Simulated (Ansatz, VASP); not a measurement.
This is a calculation of Sb for Ansatz 0.2.0.

Contents of input.yaml:

```yaml
crystal:
  lattice:
    - [3.1634909488, 0.0, 0.0]
    - [0.0, 4.404728745, 0.0]
    - [-0.0394270982, 0.0, 4.4638303856]
  atoms:
    - { symbol: Sb, position: [0.011389, 0.25, 0.241166] }
    - { symbol: Sb, position: [0.988611, 0.75, 0.758834] }
kpoints:
  mp_grid: { grid: [9, 6, 6] }
scf:
  occupations: { method: fermi_dirac, width: 0.05 }
hamiltonian:
  xc: pbesol
  pseudopotentials: { kind: all_electron, lapw: { basis_error: 0.0005 } }
output:
  forces: true
  stress: true
  eigenvalues: true
```

Potentials or basis: all-electron LAPW, scalar-relativistic.

Launch:

```sh
$ ansatz run input.yaml --threads 1 --pin off --max-ram 3072MiB --backend cpu --events-out ev --progress --plain --runs-dir out
```

Set up the same calculation for VASP 6.6.1. Potentials there: VASP PAW PBE potentials, release 64 (Sb).

As run (the cutoff follows the program's own potentials):

Contents of INCAR:

```
SYSTEM = Sb
PREC     = Accurate       ! precision mode
ENCUT    = 520            ! plane-wave cutoff, eV
EDIFF    = 1E-6           ! SCF threshold, eV
ISMEAR   = -1             ! smearing method
SIGMA    = 0.05           ! smearing width, eV
LREAL    = .False.        ! projectors in reciprocal space
LASPH    = .True.         ! aspherical terms in the spheres
NELM     = 60             ! most SCF steps
ALGO     = Normal         ! electronic algorithm
ISIF     = 2              ! what is computed and relaxed
LWAVE    = .False.        ! write WAVECAR
LCHARG   = .True.         ! write CHGCAR
GGA      = PS             ! functional
LELF     = .True.         ! ELF
LVHAR    = .True.       
NBANDS   = 12             ! bands
```

Contents of KPOINTS:

```
regular mesh
0
Gamma
  9 6 6
  0 0 0
```

The input POSCAR:

```
Sb
1.0
    3.1634909488      0.0000000000      0.0000000000
    0.0000000000      4.4047287450      0.0000000000
   -0.0394270982      0.0000000000      4.4638303856
Sb
2
Direct
    0.0113890000      0.2500000000      0.2411660000
    0.9886110000      0.7500000000      0.7588340000
```

Potentials or basis: VASP PAW PBE potentials, release 64 (Sb).

Run with:

```bash
$ cat potpaw_PBE.64/Sb/POTCAR > POTCAR
$ mpirun -np 1 vasp_std > vasp.out
```

Both were run:

|  | VASP | Ansatz | Ansatz less VASP |
| --- | --- | --- | --- |
| gap on the k mesh at the Fermi level (eV) | none | none | - |
| pressure (GPa) | -4.0 | -4.0 | -0.04 |
| traceless stress, the component that is largest in VASP (GPa) | 0.43 | 0.44 | +0.010 |
| rms of the force components (eV/Å) | 0.020 | 0.023 | +0.0022 |

VASP's potentials were made for PBE, not for PBEsol. Atom by atom the forces differ by 0.005 eV/Å (rms over components). A gap of «none» marks a metal or a gap that the smearing closes. Ansatz ran all-electron here, and VASP with PAW potentials.

Spin-orbit coupling is off throughout.
